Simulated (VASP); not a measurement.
# HfVS3 (P4/mmm) in VASP: a series of runs

HfVS3 is run at these levels: PBE; tasks: single point.

All numbers are computed with VASP 6.6.1; they aren't measurements. Logs are shortened: lines on timing, memory, paths and dates and some standing lists are left out, and cuts for length are marked.

### 1 The cell of the first run

The structure is tetragonal, space group P4/mmm (No. 123). Conventional cell: a = 3.438 Å, b = 3.438 Å, c = 7.983 Å, α = 90.00°, β = 90.00°, γ = 90.00°. Within 3.2 Å of Hf (site symmetry 4/mmm) lie 6 S at 2.43 to 2.61 Å. Within 3.7 Å of V (site symmetry 4/mmm) lie 8 S at 2.79 Å and 4 V at 3.44 Å. S (site symmetry 4mm) has 1 Hf at 2.61 Å and 9 S at 2.76 to 3.57 Å and 4 V at 2.79 Å within 3.6 Å. S (site symmetry 4/mmm) has 4 Hf at 2.43 Å within 3.2 Å.

The cell was built from a structure type or drawn by symmetry, and may not be a known phase.

### 2 Single point, PBE, collinear spin, ferromagnetic start

The input, INCAR:

```
SYSTEM = HfVS3
PREC = Accurate
ENCUT = 520
EDIFF = 1E-7
ISMEAR = 0
SIGMA = 0.1
LREAL = .FALSE.
LASPH = .TRUE.
NELM = 150
ALGO = Normal
ISIF = 2
LWAVE = .FALSE.
LCHARG = .TRUE.
ISPIN = 2
MAGMOM = 0 2 0 0 0
LORBIT = 11
LMAXMIX = 4
GGA = PE
LELF = .TRUE.
LVHAR = .TRUE.
NBANDS = 32
```

The input, KPOINTS:

```
regular mesh
0
G
  4 4 4
  0 0 0
```

The input, POSCAR:

```
HfVS3
1.0
    3.4376360042      0.0000000000      0.0000000000
    0.0000000000      3.4376360042      0.0000000000
    0.0000000000      0.0000000000      7.9832840304
Hf V S
1 1 3
Direct
    0.0000000000      0.0000000000      0.5000000000
    0.5000000000      0.5000000000      0.0000000000
    0.0000000000      0.0000000000      0.1727656236
    0.0000000000      0.0000000000      0.8272343764
    0.5000000000      0.5000000000      0.5000000000
```

Potentials or basis: VASP PAW PBE potentials, release 64 (Hf_pv, V_sv, S).

On the command line:

```bash
$ cat potpaw_PBE.64/Hf_pv/POTCAR potpaw_PBE.64/V_sv/POTCAR potpaw_PBE.64/S/POTCAR > POTCAR
$ mpirun -np 1 vasp_std > vasp.out
```

OUTCAR:

```text
SYSTEM = HfVS3
   PREC = Accurate
   ENCUT = 520
   EDIFF = 1E-7
   ISMEAR = 0
   LREAL = .FALSE.
   LASPH = .TRUE.
   NELM = 150
   ISIF = 2
   ISPIN = 2
   LORBIT = 11
   GGA = PE

 ion  position               nearest neighbor table
   1  0.000  0.000  0.500-   5 2.43   5 2.43   5 2.43   5 2.43   3 2.61   4 2.61
   2  0.500  0.500  0.000-   3 2.79   4 2.79   3 2.79   4 2.79   3 2.79   4 2.79   3 2.79   4 2.79

   3  0.000  0.000  0.173-   1 2.61   4 2.76   2 2.79   2 2.79   2 2.79   2 2.79
   4  0.000  0.000  0.827-   1 2.61   3 2.76   2 2.79   2 2.79   2 2.79   2 2.79
   5  0.500  0.500  0.500-   1 2.43   1 2.43   1 2.43   1 2.43

  LATTYP: Found a simple tetragonal cell.
 ALAT       =     3.4376360042
 C/A-ratio  =     2.3223180176

  Lattice vectors:

 A1 = (   3.4376360042,   0.0000000000,   0.0000000000)
 A2 = (   0.0000000000,   3.4376360042,   0.0000000000)
 A3 = (   0.0000000000,   0.0000000000,   7.9832840304)

Analysis of symmetry for initial positions (statically):
=====================================================================
 Subroutine PRICEL returns:
 Original cell was already a primitive cell.

 Routine SETGRP: Setting up the symmetry group for a
 simple tetragonal supercell.

 Subroutine GETGRP returns: Found 16 space group operations
 (whereof 16 operations were pure point group operations)
 out of a pool of 16 trial point group operations.

The static configuration has the point symmetry D_4h.

Analysis of symmetry for dynamics (positions and initial velocities):
=====================================================================
 Subroutine PRICEL returns:
 Original cell was already a primitive cell.

 Routine SETGRP: Setting up the symmetry group for a
 simple tetragonal supercell.

 Subroutine GETGRP returns: Found 16 space group operations
 (whereof 16 operations were pure point group operations)
 out of a pool of 16 trial point group operations.

The dynamic configuration has the point symmetry D_4h.

Analysis of structural, dynamic, and magnetic symmetry:
=====================================================================
 Subroutine PRICEL returns:
 Original cell was already a primitive cell.

 Routine SETGRP: Setting up the symmetry group for a
 simple tetragonal supercell.

 Subroutine GETGRP returns: Found 16 space group operations
 (whereof 16 operations were pure point group operations)
 out of a pool of 16 trial point group operations.

The overall configuration has the point symmetry D_4h.

 Subroutine INISYM returns: Found 16 space group operations
 (whereof 16 operations are pure point group operations),
 and found     1 'primitive' translations

----------------------------------------------------------------------------------------

                                     Primitive cell

  volume of cell :      94.3412

  direct lattice vectors                    reciprocal lattice vectors
     3.437636004  0.000000000  0.000000000     0.290897582  0.000000000  0.000000000
     0.000000000  3.437636004  0.000000000     0.000000000  0.290897582  0.000000000
     0.000000000  0.000000000  7.983284030     0.000000000  0.000000000  0.125261734

  length of vectors
     3.437636004  3.437636004  7.983284030     0.290897582  0.290897582  0.125261734

  position of ions in fractional coordinates (direct lattice)
     0.000000000  0.000000000  0.500000000
     0.500000000  0.500000000  0.000000000
     0.000000000  0.000000000  0.172765624
     0.000000000  0.000000000  0.827234376
     0.500000000  0.500000000  0.500000000

  ion indices of the primitive-cell ions
   primitive index   ion index
                 1           1
                 2           2
                 3           3
                 4           4
                 5           5

----------------------------------------------------------------------------------------

 KPOINTS: regular mesh

Automatic generation of k-mesh.
 Grid dimensions read from file:
 generate k-points for:    4    4    4

 Generating k-lattice:

  Cartesian coordinates                     Fractional coordinates (reciprocal lattice)
     0.072724395  0.000000000  0.000000000     0.250000000  0.000000000  0.000000000
     0.000000000  0.072724395  0.000000000     0.000000000  0.250000000  0.000000000
     0.000000000  0.000000000  0.031315433     0.000000000  0.000000000  0.250000000

  Length of vectors
     0.072724395  0.072724395  0.031315433

  Shift w.r.t. Gamma in fractional coordinates (k-lattice)
     0.000000000  0.000000000  0.000000000

 Subroutine IBZKPT returns following result:
 ===========================================

 Found     18 irreducible k-points:

 Following reciprocal coordinates:
            Coordinates               Weight
  0.000000  0.000000  0.000000      1.000000
  0.250000  0.000000  0.000000      4.000000
  0.500000  0.000000  0.000000      2.000000
  0.250000  0.250000  0.000000      4.000000
  0.500000  0.250000  0.000000      4.000000
  0.500000  0.500000  0.000000      1.000000
[... 10 lines left out ...]
  0.500000  0.250000  0.500000      4.000000
  0.500000  0.500000  0.500000      1.000000
   k-points           NKPTS =     18   k-points in BZ     NKDIM =     18   number of bands    NBANDS=     32
   number of dos      NEDOS =    301   number of ions     NIONS =      5
   total plane-waves  NPLWV =  47040
   dimension x,y,z NGX =    28 NGY =   28 NGZ =   60
   dimension x,y,z NGXF=    56 NGYF=   56 NGZF=  120
   ions per type =               1   1   3
   NGX,Y,Z   is equivalent  to a cutoff of  13.54, 13.54, 12.49 a.u.
   NGXF,Y,Z  is equivalent  to a cutoff of  27.08, 27.08, 24.99 a.u.
 SYSTEM =  HfVS3
   PREC   = accura    normal or accurate (medium, high low for compatibility)
   ISTART =      0    job   : 0-new  1-cont  2-samecut
   ICHARG =      2    charge: 1-file 2-atom 10-const
   ISPIN  =      2    spin polarized calculation?
   LNONCOLLINEAR =      F non collinear calculations
   LSORBIT =      F    spin-orbit coupling
   LASPH  =      T    aspherical Exc in radial PAW
   ENCUT  =  520.0 eV  38.22 Ry    6.18 a.u.   6.39  6.39 14.84*2*pi/ulx,y,z
   NELM   =    150;   NELMIN=  2; NELMDL= -5     # of ELM steps
   EDIFF  = 0.1E-06   stopping-criterion for ELM
   LREAL  =      F    real-space projection
   EDIFFG = 0.1E-05   stopping-criterion for IOM
   NSW    =      0    number of steps for IOM
   IBRION =     -1    ionic relax: 0-MD 1-quasi-New 2-CG
   NFREE  =      0    steps in history (QN), initial steepest desc. (CG)
   ISIF   =      2    stress and relaxation
   ISYM   =      2    0-nonsym 1-usesym 2-fastsym
   POTIM  = 0.5000    time-step for ionic-motion
   TEBEG  =    0.0;   TEEND  =   0.0 temperature during run
   PSTRESS=    0.0 pullay stress
   NELECT =      41.0000    total number of electrons
   NUPDOWN=      -1.0000    fix difference up-down
   EMIN   =  10.00;   EMAX   =-10.00  energy-range for DOS
   EFERMI =   0.00;   METHOD = LEGACY
   ISMEAR =     0;   SIGMA  =   0.10  broadening in eV -4-tet -1-fermi 0-gaus
   EFERMI_NEDOS =   21; number of points for ismear=-14 and -15
   IALGO  =     38    algorithm
   IMIX   =      4    mixing-type and parameters
     AMIX     =   0.40;   BMIX     =  1.00
     AMIX_MAG =   1.60;   BMIX_MAG =  1.00
  volume/ion in A,a.u.               =      18.87       127.33
  Fermi-wavevector in a.u.,A,eV,Ry     =   1.240040  2.343336 20.921665  1.537699
  Thomas-Fermi vector in A             =   2.374498
   LORBIT       =     11    0 simple, 1 ext, 2 COOP (PROOUT), +10 PAW based schemes
   GGA     = PE    functional components
   LHFCALC =     F    Hartree Fock is set to
   AEXX    =    0.0000 exact exchange contribution
   IVDW    =     0    specifies the selected vdW correction
   LEPSILON=     F    determine dielectric tensor
   LRPA    =     F    only Hartree local field effects (RPA)
 spin polarized calculation
 Gauss-broadening in eV      SIGMA  =   0.10
  energy-cutoff  :      520.00
  volume of cell :       94.34
 maximum number of plane-waves:      2559
 NGX is ok and might be reduce to    28
   NGX = 13   NGY = 13   NGZ = 29

 number of electron      41.0000010 magnetization       0.1140019

 number of electron      41.0000014 magnetization      -2.2436765

 Free energy of the ion-electron system (eV)
  ---------------------------------------------------
  ext. energy  EPLUGINS =         0.00000000
  ---------------------------------------------------
  free energy    TOTEN  =       -35.22754496 eV

  energy without entropy =      -35.21689811  energy(sigma->0) =      -35.22222154

 E-fermi :   6.1554     XC(G=0): -10.5566

 val. band max:        6.1049137551   @ k =   0.2500   0.0000   0.5000
 cond. band min:       6.2222133457   @ k =   0.5000   0.2500   0.5000
 fundamental gap:      0.1172995907
 Fermi energy:         6.1553692922

 spin component 1

 k-point     1 :       0.0000    0.0000    0.0000
  band No.  band energies     occupation
      1     -57.1843      1.00000
      2     -31.0245      1.00000
      3     -31.0245      1.00000
      4     -31.0229      1.00000
      5     -25.0535      1.00000
      6     -25.0535      1.00000
[... 619 lines left out ...]
     31      11.5344      0.00000
     32      13.1203      0.00000
 Fermi energy:         6.1553692922

 spin component 2

 k-point     1 :       0.0000    0.0000    0.0000
  band No.  band energies     occupation
      1     -59.4037      1.00000
      2     -33.2295      1.00000
      3     -33.2190      1.00000
      4     -33.2189      1.00000
      5     -25.0705      1.00000
      6     -25.0705      1.00000
[... 619 lines left out ...]
     31      11.4286      0.00000
     32      12.6985      0.00000

------------------------ aborting loop because EDIFF is reached ----------------------------------------

  FORCE on cell =-STRESS in cart. coord.  units (eV):
  Direction    XX          YY          ZZ          XY          YZ          ZX
  --------------------------------------------------------------------------------------
  -------------------------------------------------------------------------------------
  Total       -0.2880513     -0.2880513     -0.2797032      0.0000000      0.0000000      0.0000000
  in kB       -4.8919170     -4.8919170     -4.7501427      0.0000000      0.0000000      0.0000000
  external PRESSURE =      -4.8446589 kB  Pullay stress =       0.0000000 kB

 VOLUME and BASIS-vectors are now :
 -----------------------------------------------------------------------------
  energy-cutoff  :      520.00
  volume of cell :       94.34
      direct lattice vectors                 reciprocal lattice vectors
     3.437636004  0.000000000  0.000000000     0.290897582  0.000000000  0.000000000
     0.000000000  3.437636004  0.000000000     0.000000000  0.290897582  0.000000000
     0.000000000  0.000000000  7.983284030     0.000000000  0.000000000  0.125261734

 POSITION                                       TOTAL-FORCE (eV/Angst)
 -----------------------------------------------------------------------------------
      0.00000      0.00000      3.99164         0.000000      0.000000      0.000000
      1.71882      1.71882      0.00000         0.000000      0.000000      0.000000
      0.00000      0.00000      1.37924        -0.000000      0.000000      0.016711
      0.00000      0.00000      6.60405         0.000000     -0.000000     -0.016711
      1.71882      1.71882      3.99164         0.000000      0.000000      0.000000
 -----------------------------------------------------------------------------------
    total drift:                                0.000000      0.000000      0.000000

  FREE ENERGIE OF THE ION-ELECTRON SYSTEM (eV)
  ---------------------------------------------------
  free  energy   TOTEN  =       -35.2275449628 eV

  energy  without entropy=      -35.2168981081  energy(sigma->0) =      -35.22222154

 total charge

# of ion       s       p       d       tot
------------------------------------------
    1        0.309   6.523   1.673   8.505
    2        2.138   6.071   2.911  11.120
    3        1.341   2.346   0.000   3.687
    4        1.341   2.346   0.000   3.687
    5        1.327   2.537   0.000   3.864
--------------------------------------------------
tot          6.456  19.823   4.584  30.863

 magnetization (x)

# of ion       s       p       d       tot
------------------------------------------
    1       -0.001   0.003  -0.023  -0.022
    2       -0.022  -0.014  -2.183  -2.220
    3        0.006   0.114   0.000   0.119
    4        0.006   0.114   0.000   0.119
    5       -0.001   0.001   0.000   0.000
--------------------------------------------------
tot         -0.013   0.217  -2.207  -2.002
```

It took 5.2 min on 1 thread of Intel Xeon 8259CL, shared host; peak memory 0.3 GiB.

Results:

| Item | Value |
| --- | --- |
| Free energy | -35.2275 eV |
| Pressure | -0.5 GPa |
| Largest force | 0.017 eV/Å |
| Net moment | -2.24 μB per cell |
| Site moments | Hf -0.02; V -2.22; S +0.12, +0.00 (each value once) μB |
| Valence electrons inside the program's atomic spheres | Hf 8.51; V 11.12; S 3.69, 3.86 (each value once) |

Forces in eV/Å, atoms in the order of the input:
```
Hf   0.000  0.000  0.000
V    0.000  0.000  0.000
S    0.000  0.000  0.017
S    0.000  0.000 -0.017
S    0.000  0.000  0.000
```

Caveat: the k points lie up to 0.46 Å⁻¹ apart; spin-orbit coupling is left out, which moves the levels of the heavy elements. With open d or f shells a metallic result of PBE can be an artefact of self-interaction; +U or a hybrid may open a gap.

### 3 Single point, PBE, collinear spin, ferromagnetic start

This run uses another cell than the first one, of 18.81 Å³/atom.

The input, INCAR:

```
SYSTEM = HfVS3
ALGO = Normal ; EDIFF = 1E-6
ENCUT = 520 ; GGA = PE
ISIF = 2 ; ISMEAR = 0
ISPIN = 2 ; LASPH = .True.
LCHARG = .False. ; LMAXMIX = 4
LORBIT = 11 ; LREAL = .False.
LWAVE = .False. ; MAGMOM = 0 2.43 0 0 0
NBANDS = 32 ; NELM = 150
PREC = Accurate ; SIGMA = 0.1
```

The input, KPOINTS:

```
k-points
0
Gamma
  6 6 2
  0 0 0
```

The input, POSCAR:

```
HfVS3
1.0
    3.4385833418      0.0000000000      0.0000000000
    0.0000000000      3.4385833418      0.0000000000
    0.0000000000      0.0000000000      7.9554405132
Hf V S
1 1 3
Direct
    0.0000000000      0.0000000000      0.5000000000
    0.5000000000      0.5000000000      0.0000000000
    0.0000000000      0.0000000000      0.1738562571
    0.0000000000      0.0000000000      0.8261437429
    0.5000000000      0.5000000000      0.5000000000
```

Potentials or basis: VASP PAW PBE potentials, release 64 (Hf_pv, V_sv, S).

On the command line:

```bash
$ cat potpaw_PBE.64/Hf_pv/POTCAR potpaw_PBE.64/V_sv/POTCAR potpaw_PBE.64/S/POTCAR > POTCAR
$ mpirun -np 1 vasp_std > vasp.out
```

Wall time 4.9 min (1 thread of Intel Xeon 8259CL, shared host); peak memory 0.3 GiB.

Results (log left out):

```
Free energy                                           : -35.2282 eV
Pressure                                              : -0.2 GPa
Largest force                                         : 0.043 eV/Å
Net moment                                            : -2.34 μB per cell
Site moments                                          : Hf -0.04; V -2.27; S +0.12, +0.00 (each value once) μB
Valence electrons inside the program's atomic spheres : Hf 8.51; V 11.13; S 3.69, 3.87 (each value once)
```

Forces on the atoms (eV/Å):
```
Hf   0.000  0.000  0.000
V    0.000  0.000  0.000
S    0.000  0.000  0.043
S    0.000  0.000 -0.043
S    0.000  0.000  0.000
```

Stress tensor (GPa, compression positive):
```
-0.18  0.00  0.00
 0.00 -0.18  0.00
 0.00  0.00 -0.28
```

Levels at points of the mesh, in eV from the Fermi level:
Spin up:
```
           k point  band 17  band 18  band 19  band 20  band 21  band 22
(0.00, 0.00, 0.00)    -1.79    -1.65    -1.65    -0.61     0.26     0.50
(0.50, 0.00, 0.00)    -2.24    -1.53    -0.86     0.90     1.26     1.78
(0.50, 0.50, 0.00)    -3.99    -3.25    -0.57    -0.26    -0.26     1.46
(0.00, 0.00, 0.50)    -1.99    -1.99    -1.44    -1.44     0.25     0.50
(0.50, 0.00, 0.50)    -2.77    -2.33    -0.55     1.26     1.26     1.57
(0.50, 0.50, 0.50)    -3.53    -3.28    -2.24    -0.38    -0.38     1.82
```
Spin down:
| k point | band 20 | band 21 | band 22 | band 23 | band 24 | band 25 |
| --- | --- | --- | --- | --- | --- | --- |
| (0.00, 0.00, 0.00) | -1.56 | -0.94 | -0.54 | -0.13 | 0.48 | 0.66 |
| (0.50, 0.00, 0.00) | -0.72 | -0.34 | -0.27 | 0.61 | 1.42 | 2.84 |
| (0.50, 0.50, 0.00) | -0.68 | -0.68 | -0.42 | -0.23 | 0.78 | 1.92 |
| (0.00, 0.00, 0.50) | -1.80 | -1.80 | -0.69 | -0.13 | 0.48 | 1.32 |
| (0.50, 0.00, 0.50) | -0.38 | -0.33 | -0.26 | 0.33 | 0.90 | 2.99 |
| (0.50, 0.50, 0.50) | -0.73 | -0.49 | -0.49 | -0.23 | 1.08 | 1.14 |

Caveat: the k points lie up to 0.39 Å⁻¹ apart; spin-orbit coupling is left out, which moves the levels of the heavy elements.
